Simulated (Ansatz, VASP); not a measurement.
**One calculation of Hf, two programs**

The input INCAR:

```
PREC = Accurate ; ENCUT = 520
EDIFF = 1E-6 ; ISMEAR = -1
SIGMA = 0.05 ; LREAL = F
LASPH = T ; NELM = 80
ALGO = Normal ; ISIF = 2
LWAVE = F ; LCHARG = F
GGA = PS ; NBANDS = 11
```

The input KPOINTS:

```
Automatic mesh
0
Gamma
  16 16 16
```

POSCAR

```
Hf
1.0
    0.0000000000      2.0334190023      2.0334190023
    2.0334190023      0.0000000000      2.0334190023
    2.0334190023      2.0334190023      0.0000000000
Hf
1
Direct
    0.0000000000      0.0000000000      0.0000000000
```

Input for Ansatz:

```yaml
crystal:
  lattice:
    - [0.0, 2.0334190023, 2.0334190023]
    - [2.0334190023, 0.0, 2.0334190023]
    - [2.0334190023, 2.0334190023, 0.0]
  atoms:
    - { symbol: Hf, position: [0.0, 0.0, 0.0] }
kpoints:
  mp_grid: { grid: [16, 16, 16] }
scf:
  occupations: { method: fermi_dirac, width: 0.05 }
hamiltonian:
  xc: pbesol
  pseudopotentials: { kind: all_electron, lapw: { basis_error: 0.001 } }
output:
  forces: true
  stress: true
  eigenvalues: true
  populations: true
```

Change from the starting cell: volume scaled by 0.78, LAPW.

Alike in both runs: task single point; functional PBEsol; k mesh 16 × 16 × 16; occupations fermi-dirac, width 0.05 eV; no spin polarisation.

```csv
,VASP,Ansatz
version,VASP 6.6.1,Ansatz 0.2.0
potentials or method,"VASP PAW PBE potentials, release 64 (Hf_pv), cutoff 520 eV","all-electron LAPW, scalar-relativistic"
```

|  | VASP | Ansatz | Ansatz less VASP |
| --- | --- | --- | --- |
| pressure (GPa) | 40.2 | 40.8 | +0.56 |

VASP's potentials were made for PBE, not for PBEsol. Both programs put the cell under a high pressure, so it lies far from rest at this level. Ansatz ran all-electron here, and VASP with PAW potentials.

Neither program's run includes spin-orbit coupling.
